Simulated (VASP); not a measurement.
# AlFe2 (P6/mmm) in VASP: single point with r2SCAN

Aim: the single point of AlFe2 with r2SCAN.

Everything below comes from runs of VASP 6.6.1. Logs are shortened: lines on timing, memory, paths and dates and some standing lists are left out, and cuts for length are marked.

### Step 1. The cell of the first run

It takes space group P6/mmm (No. 191, hexagonal). The conventional cell has a = 4.135 Å, b = 4.135 Å, c = 2.552 Å, α = 90.00°, β = 90.00°, γ = 120.00°. Al (site symmetry 6/mmm) has 2 Al at 2.55 Å and 12 Fe at 2.71 Å within 3.4 Å. Within 3.2 Å of Fe (site symmetry -6m2) lie 5 Fe at 2.39 to 2.55 Å and 6 Al at 2.71 Å.

### Step 2. Single point, r2SCAN, collinear spin, ferromagnetic start

File POSCAR:

```
AlFe2
1.0
    4.1349222188      0.0000000000      0.0000000000
   -2.0674611094      3.5809476842      0.0000000000
    0.0000000000      0.0000000000      2.5522020000
Al Fe
1 2
Direct
    0.0000000000      0.0000000000      0.0000000000
    0.3333333333      0.6666666667      0.5000000000
    0.6666666667      0.3333333333      0.5000000000
```

File INCAR.step1:

```
PREC = Accurate
ENCUT = 520
ISMEAR = 0
SIGMA = 0.1
LREAL = F
LASPH = T
NELM = 150
ISPIN = 2
MAGMOM = 0 4 4
LMAXMIX = 4
NBANDS = 20
GGA = PE
ALGO = Normal
EDIFF = 1E-4
LWAVE = T
LCHARG = F
```

File INCAR.step2:

```
PREC = Accurate
ENCUT = 520
EDIFF = 1E-6
ISMEAR = 0
SIGMA = 0.1
LREAL = F
LASPH = T
NELM = 150
ALGO = Normal
ISIF = 2
LWAVE = F
LCHARG = F
ISPIN = 2
MAGMOM = 0 4 4
LORBIT = 11
LMAXMIX = 4
METAGGA = R2SCAN
LMIXTAU = T
NBANDS = 20
ISTART = 1
```

File KPOINTS:

```
Automatic mesh
0
Gamma
  12 12 16
```

Potentials or basis: VASP PAW PBE potentials, release 64 (Al, Fe).

On the command line:

```
> cat potpaw_PBE.64/Al/POTCAR potpaw_PBE.64/Fe/POTCAR > POTCAR
> cp INCAR.step1 INCAR
> mpirun -np 1 vasp_std > vasp.out
> cp INCAR.step2 INCAR
> mpirun -np 1 vasp_std > vasp.out
```

OUTCAR:

```text
PREC = Accurate
   ENCUT = 520
   EDIFF = 1E-6
   ISMEAR = 0
   LREAL = F
   LASPH = T
   NELM = 150
   ISIF = 2
   ISPIN = 2
   LORBIT = 11
   METAGGA = R2SCAN
   ISTART = 1

 ion  position               nearest neighbor table
   1  0.000  0.000  0.000-   2 2.71   3 2.71   2 2.71   3 2.71   3 2.71   3 2.71   2 2.71   2 2.71
                             3 2.71   3 2.71   2 2.71   2 2.71
   2  0.333  0.667  0.500-   3 2.39   3 2.39   3 2.39   1 2.71   1 2.71   1 2.71   1 2.71   1 2.71
                             1 2.71
   3  0.667  0.333  0.500-   2 2.39   2 2.39   2 2.39   1 2.71   1 2.71   1 2.71   1 2.71   1 2.71
                             1 2.71

  LATTYP: Found a hexagonal cell.
 ALAT       =     4.1349222188
 C/A-ratio  =     0.6172309574

  Lattice vectors:

 A1 = (   4.1349222188,   0.0000000000,   0.0000000000)
 A2 = (  -2.0674611094,   3.5809476842,   0.0000000000)
 A3 = (   0.0000000000,   0.0000000000,   2.5522020000)

Analysis of symmetry for initial positions (statically):
=====================================================================
 Subroutine PRICEL returns:
 Original cell was already a primitive cell.

 Routine SETGRP: Setting up the symmetry group for a
 hexagonal supercell.

 Subroutine GETGRP returns: Found 24 space group operations
 (whereof 24 operations were pure point group operations)
 out of a pool of 24 trial point group operations.

The static configuration has the point symmetry D_6h.

Analysis of symmetry for dynamics (positions and initial velocities):
=====================================================================
 Subroutine PRICEL returns:
 Original cell was already a primitive cell.

 Routine SETGRP: Setting up the symmetry group for a
 hexagonal supercell.

 Subroutine GETGRP returns: Found 24 space group operations
 (whereof 24 operations were pure point group operations)
 out of a pool of 24 trial point group operations.

The dynamic configuration has the point symmetry D_6h.

Analysis of structural, dynamic, and magnetic symmetry:
=====================================================================
 Subroutine PRICEL returns:
 Original cell was already a primitive cell.

 Routine SETGRP: Setting up the symmetry group for a
 hexagonal supercell.

 Subroutine GETGRP returns: Found 24 space group operations
 (whereof 24 operations were pure point group operations)
 out of a pool of 24 trial point group operations.

The overall configuration has the point symmetry D_6h.

 Subroutine INISYM returns: Found 24 space group operations
 (whereof 24 operations are pure point group operations),
 and found     1 'primitive' translations

----------------------------------------------------------------------------------------

                                     Primitive cell

  volume of cell :      37.7903

  direct lattice vectors                    reciprocal lattice vectors
     4.134922219  0.000000000  0.000000000     0.241842518  0.139627843  0.000000000
    -2.067461109  3.580947684  0.000000000     0.000000000  0.279255685  0.000000000
     0.000000000  0.000000000  2.552202000     0.000000000  0.000000000  0.391818516

  length of vectors
     4.134922219  4.134922219  2.552202000     0.279255685  0.279255685  0.391818516

  position of ions in fractional coordinates (direct lattice)
     0.000000000  0.000000000  0.000000000
     0.333333333  0.666666667  0.500000000
     0.666666667  0.333333333  0.500000000

  ion indices of the primitive-cell ions
   primitive index   ion index
                 1           1
                 2           2
                 3           3

----------------------------------------------------------------------------------------

 KPOINTS: Automatic mesh

Automatic generation of k-mesh.
 Grid dimensions read from file:
 generate k-points for:   12   12   16

 Generating k-lattice:

  Cartesian coordinates                     Fractional coordinates (reciprocal lattice)
     0.020153543  0.011635654  0.000000000     0.083333333 -0.000000000  0.000000000
     0.000000000  0.023271307  0.000000000     0.000000000  0.083333333  0.000000000
     0.000000000  0.000000000  0.024488657     0.000000000  0.000000000  0.062500000

  Length of vectors
     0.023271307  0.023271307  0.024488657

  Shift w.r.t. Gamma in fractional coordinates (k-lattice)
     0.000000000  0.000000000  0.000000000

 Subroutine IBZKPT returns following result:
 ===========================================

 Found    171 irreducible k-points:

 Following reciprocal coordinates:
            Coordinates               Weight
  0.000000  0.000000  0.000000      1.000000
  0.083333  0.000000  0.000000      6.000000
  0.166667  0.000000  0.000000      6.000000
  0.250000  0.000000  0.000000      6.000000
  0.333333  0.000000  0.000000      6.000000
  0.416667  0.000000  0.000000      6.000000
[... 16 lines left out ...]
  0.250000  0.000000  0.062500     12.000000
  0.333333  0.000000  0.062500     12.000000
 [... further k-points ...]
   k-points           NKPTS =    171   k-points in BZ     NKDIM =    171   number of bands    NBANDS=     20
   number of dos      NEDOS =    301   number of ions     NIONS =      3
   total plane-waves  NPLWV =  20480
   dimension x,y,z NGX =    32 NGY =   32 NGZ =   20
   dimension x,y,z NGXF=    64 NGYF=   64 NGZF=   40
   ions per type =               1   2
   NGX,Y,Z   is equivalent  to a cutoff of  12.87, 12.87, 13.03 a.u.
   NGXF,Y,Z  is equivalent  to a cutoff of  25.73, 25.73, 26.06 a.u.
 SYSTEM =  unknown system
   PREC   = accura    normal or accurate (medium, high low for compatibility)
   ISTART =      1    job   : 0-new  1-cont  2-samecut
   ICHARG =      0    charge: 1-file 2-atom 10-const
   ISPIN  =      2    spin polarized calculation?
   LNONCOLLINEAR =      F non collinear calculations
   LSORBIT =      F    spin-orbit coupling
   LASPH  =      T    aspherical Exc in radial PAW
   ENCUT  =  520.0 eV  38.22 Ry    6.18 a.u.   7.69  7.69  4.75*2*pi/ulx,y,z
   NELM   =    150;   NELMIN=  2; NELMDL=  0     # of ELM steps
   EDIFF  = 0.1E-05   stopping-criterion for ELM
   LREAL  =      F    real-space projection
   EDIFFG = 0.1E-04   stopping-criterion for IOM
   NSW    =      0    number of steps for IOM
   IBRION =     -1    ionic relax: 0-MD 1-quasi-New 2-CG
   NFREE  =      0    steps in history (QN), initial steepest desc. (CG)
   ISIF   =      2    stress and relaxation
   ISYM   =      2    0-nonsym 1-usesym 2-fastsym
   POTIM  = 0.5000    time-step for ionic-motion
   TEBEG  =    0.0;   TEEND  =   0.0 temperature during run
   PSTRESS=    0.0 pullay stress
   NELECT =      19.0000    total number of electrons
   NUPDOWN=      -1.0000    fix difference up-down
   EMIN   =  10.00;   EMAX   =-10.00  energy-range for DOS
   EFERMI =   0.00;   METHOD = LEGACY
   ISMEAR =     0;   SIGMA  =   0.10  broadening in eV -4-tet -1-fermi 0-gaus
   EFERMI_NEDOS =   21; number of points for ismear=-14 and -15
   IALGO  =     38    algorithm
   IMIX   =      4    mixing-type and parameters
     AMIX     =   0.40;   BMIX     =  1.00
     AMIX_MAG =   1.60;   BMIX_MAG =  1.00
  volume/ion in A,a.u.               =      12.60        85.01
  Fermi-wavevector in a.u.,A,eV,Ry     =   1.301765  2.459979 23.056324  1.694592
  Thomas-Fermi vector in A             =   2.432877
   LORBIT       =     11    0 simple, 1 ext, 2 COOP (PROOUT), +10 PAW based schemes
   METAGGA = R2SCAN    functional components
   LHFCALC =     F    Hartree Fock is set to
   AEXX    =    0.0000 exact exchange contribution
   IVDW    =     0    specifies the selected vdW correction
   LEPSILON=     F    determine dielectric tensor
   LRPA    =     F    only Hartree local field effects (RPA)
 spin polarized calculation
 Gauss-broadening in eV      SIGMA  =   0.10
  energy-cutoff  :      520.00
  volume of cell :       37.79
 maximum number of plane-waves:      1060
 NGX is ok and might be reduce to    32
   NGX = 15   NGY = 15   NGZ =  9

 number of electron      18.9999991 magnetization       5.0821681

 Free energy of the ion-electron system (eV)
  ---------------------------------------------------
  ext. energy  EPLUGINS =         0.00000000
  ---------------------------------------------------
  free energy    TOTEN  =       -35.92649255 eV

  energy without entropy =      -35.91892859  energy(sigma->0) =      -35.92271057

 E-fermi :   7.2606     XC(G=0): -13.0226

 val. band max:        7.2586200409   @ k =   0.1667   0.0000   0.3750
 cond. band min:       7.2635647172   @ k =   0.0833   0.0000   0.3750
 fundamental gap:      0.0049446763
 Fermi energy:         7.2605909483

 spin component 1

 k-point     1 :       0.0000    0.0000    0.0000
  band No.  band energies     occupation
      1      -3.4339      1.00000
      2       2.6908      1.00000
      3       2.6908      1.00000
      4       2.7687      1.00000
      5       3.7414      1.00000
      6       3.7979      1.00000
[... 12 lines left out ...]
     19      22.8052      0.00000
     20      27.9617      0.00000
[... 507 lines left out ...]
 k-point    24 :       0.3333    0.0000    0.0625
  band No.  band energies     occupation
      1      -2.0457      1.00000
      2       1.2125      1.00000
      3       2.9211      1.00000
      4       2.9767      1.00000
      5       3.1681      1.00000
      6       3.7644      1.00000
[... 12 lines left out ...]
     19      22.2673      0.00000
     20      22.9041      0.00000

 [... further k-points ...]

 spin component 2

 k-point     1 :       0.0000    0.0000    0.0000
  band No.  band energies     occupation
      1      -3.6798      1.00000
      2       4.1758      1.00000
      3       4.1758      1.00000
      4       4.4848      1.00000
      5       5.7363      1.00000
      6       5.9820      1.00000
[... 12 lines left out ...]
     19      22.9701      0.00000
     20      28.3364      0.00000
[... 507 lines left out ...]
 k-point    24 :       0.3333    0.0000    0.0625
  band No.  band energies     occupation
      1      -2.2504      1.00000
      2       1.5658      1.00000
      3       4.3449      1.00000
      4       4.6419      1.00000
      5       5.1235      1.00000
      6       5.8238      1.00000
[... 12 lines left out ...]
     19      22.7191      0.00000
     20      23.3654      0.00000

 [... further k-points ...]
[... 5 lines left out ...]
  --------------------------------------------------------------------------------------
  -------------------------------------------------------------------------------------
  Total        0.5969700      0.5969700     -0.5280621      0.0000000     -0.0000000     -0.0000000
  in kB       25.3094515     25.3094515    -22.3879972      0.0000000     -0.0000000     -0.0000000
  external PRESSURE =       9.4103020 kB  Pullay stress =       0.0000000 kB

 VOLUME and BASIS-vectors are now :
 -----------------------------------------------------------------------------
  energy-cutoff  :      520.00
  volume of cell :       37.79
      direct lattice vectors                 reciprocal lattice vectors
     4.134922219  0.000000000  0.000000000     0.241842518  0.139627843  0.000000000
    -2.067461109  3.580947684  0.000000000     0.000000000  0.279255685  0.000000000
     0.000000000  0.000000000  2.552202000     0.000000000  0.000000000  0.391818516

 POSITION                                       TOTAL-FORCE (eV/Angst)
 -----------------------------------------------------------------------------------
      0.00000      0.00000      0.00000        -0.000000      0.000000      0.000000
     -0.00000      2.38730      1.27610         0.000000      0.000000     -0.000000
      2.06746      1.19365      1.27610        -0.000000     -0.000000      0.000000
 -----------------------------------------------------------------------------------
    total drift:                               -0.000000      0.000000     -0.000000

  FREE ENERGIE OF THE ION-ELECTRON SYSTEM (eV)
  ---------------------------------------------------
  free  energy   TOTEN  =       -35.9264925500 eV

  energy  without entropy=      -35.9189285925  energy(sigma->0) =      -35.92271057

 total charge

# of ion       s       p       d       tot
------------------------------------------
    1        0.385   0.434   0.000   0.820
    2        0.472   0.529   6.244   7.245
    3        0.472   0.529   6.244   7.245
--------------------------------------------------
tot          1.329   1.493  12.487  15.309

 magnetization (x)

# of ion       s       p       d       tot
------------------------------------------
    1       -0.018  -0.040   0.000  -0.058
    2        0.011  -0.009   2.620   2.623
    3        0.011  -0.009   2.620   2.623
--------------------------------------------------
tot          0.005  -0.058   5.241   5.188
```

It took 6.3 min on 1 thread of Intel Xeon Platinum 8488C (Sapphire Rapids), shared host; peak memory 0.32 GiB.

Results:

* Free energy: -35.9265 eV
* Pressure: 0.9 GPa
* Net moment: 5.08 μB per cell
* Site moments: Al -0.06; Fe +2.62 μB
* Valence electrons inside the program's atomic spheres: Al 0.82; Fe 7.25

Caveat: the PAW data sets were made with another functional, which shifts forces and pressure a little.
